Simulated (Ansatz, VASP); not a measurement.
**One calculation of S, two programs**

File INCAR:

```
ALGO     = Normal         # electronic algorithm
EDIFF    = 1E-6           # SCF threshold, eV
ENCUT    = 520            # plane-wave cutoff, eV
GGA      = PE             # functional
ISIF     = 2              # what is computed and relaxed
ISMEAR   = 0              # smearing method
IVDW     = 12             # dispersion correction
LASPH    = True           # aspherical terms in the spheres
LCHARG   = False          # write CHGCAR
LREAL    = False          # projectors in reciprocal space
LWAVE    = False          # write WAVECAR
NBANDS   = 9              # bands
NELM     = 100            # most SCF steps
PREC     = Accurate       # precision mode
SIGMA    = 0.15           # smearing width, eV
```

The input KPOINTS:

```
k-points
0
Gamma
  22 22 22
```

The input POSCAR:

```
S
1.0
    0.0000000000      2.2386952673      1.5827575540
    2.2386952673      0.0000000000      1.5827575540
    2.2386952673      2.2386952673      0.0000000000
S
1
Direct
    0.0000000000      0.0000000000      0.0000000000
```

Input for Ansatz:

```yaml
crystal:
  lattice:
    - [0.0, 2.2386952673, 1.582757554]
    - [2.2386952673, 0.0, 1.582757554]
    - [2.2386952673, 2.2386952673, 0.0]
  atoms:
    - { symbol: S, position: [0.0, 0.0, 0.0] }
basis:
  ecutwfc: 420
kpoints:
  mp_grid: { grid: [22, 22, 22] }
hamiltonian:
  xc: pbe
  dispersion: d3bj
scf:
  occupations: { method: gaussian, width: 0.15 }
output:
  forces: true
  stress: true
  eigenvalues: true
```

Alike in both runs: task single point; functional PBE; dispersion D3(BJ); k mesh 22 × 22 × 22; occupations gaussian, width 0.15 eV; no spin polarisation.

```csv
,VASP,Ansatz
version,VASP 6.6.1,Ansatz 0.2.0
potentials or method,"VASP PAW PBE potentials, release 64 (S), cutoff 520 eV","scalar-relativistic, plane waves, PAW"
valence electrons in the cell,6,6
```

```tsv
	VASP	Ansatz	Ansatz less VASP
gap on the k mesh at the Fermi level (eV)	none	none	-
pressure (GPa)	-4.6	-4.4	+0.13
```

A gap of «none» marks a metal or a gap that the smearing closes.
